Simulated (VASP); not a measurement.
Set up this calculation in VASP 6.6.1, as the native input.

```
Task                   : relaxation of cell and atoms
Functional             : PBE
Potentials or basis    : VASP PAW PBE potentials, release 64 (Nb_sv, Cu, P)
Cutoff                 : 600 eV
k mesh                 : 6 × 6 × 4
Occupations            : gaussian, width 0.1 eV
Spin                   : no spin polarisation
Dipole correction      : no
Further INCAR settings : ALGO = Normal; EDIFF = 1e-07; IBRION = 2; EDIFFG = -0.04; NSW = 90; ISIF = 3
```

The structure of NbCuP2 lies in POSCAR:

```
NbCuP2
1.0
    3.2578213600      0.0000000000      0.0000000000
   -1.6289106800      2.8213560600      0.0000000000
    0.0000000000      0.0000000000      6.2751607200
Nb Cu P
1 1 2
Direct
    0.3333333300      0.6666666700      0.5000000000
    0.3333333300      0.6666666700      0.0000000000
    0.0000000000      0.0000000000      0.7624436100
    0.0000000000      0.0000000000      0.2375563900
```

The input as run:

INCAR

```
SYSTEM = NbCuP2
ALGO = Normal ; EDIFF = 1E-7
EDIFFG = -0.04 ; ENCUT = 600
GGA = PE ; IBRION = 2
ISIF = 3 ; ISMEAR = 0
LASPH = .TRUE. ; LCHARG = .FALSE.
LREAL = .FALSE. ; LWAVE = .FALSE.
NELM = 60 ; NSW = 90
PREC = Accurate ; SIGMA = 0.1
```

KPOINTS

```
k-points
0
G
  6 6 4
  0 0 0
```

Potentials or basis: VASP PAW PBE potentials, release 64 (Nb_sv, Cu, P).

Run with:

```console
$ cat potpaw_PBE.64/Nb_sv/POTCAR potpaw_PBE.64/Cu/POTCAR potpaw_PBE.64/P/POTCAR > POTCAR
$ mpirun -np 1 vasp_std > vasp.out
```

Results of the run:

```
Relaxed volume                         : 15.26 Å³/atom
Relaxed cell                           : a = 3.575 Å, b = 3.575 Å, c = 5.516 Å, α = 90.00°, β = 90.00°, γ = 120.00°
Space group after relaxing (to 0.05 Å) : P-6m2 (No. 187)
Energy gained by relaxing              : 197.8 meV/atom
Ionic steps                            : 9
Pressure after relaxing                : -0.1 GPa
Band gap on the k mesh                 : zero (band 17 reaches 10.12 eV, above the bottom of band 18 at 9.77 eV)
```

Caveat: the k points lie up to 0.34 Å⁻¹ apart in the final cell.

Wall time 6.9 min on 1 thread of Oxide Virtual Turin-like Processor, with other jobs on the host, peak memory 0.19 GiB.
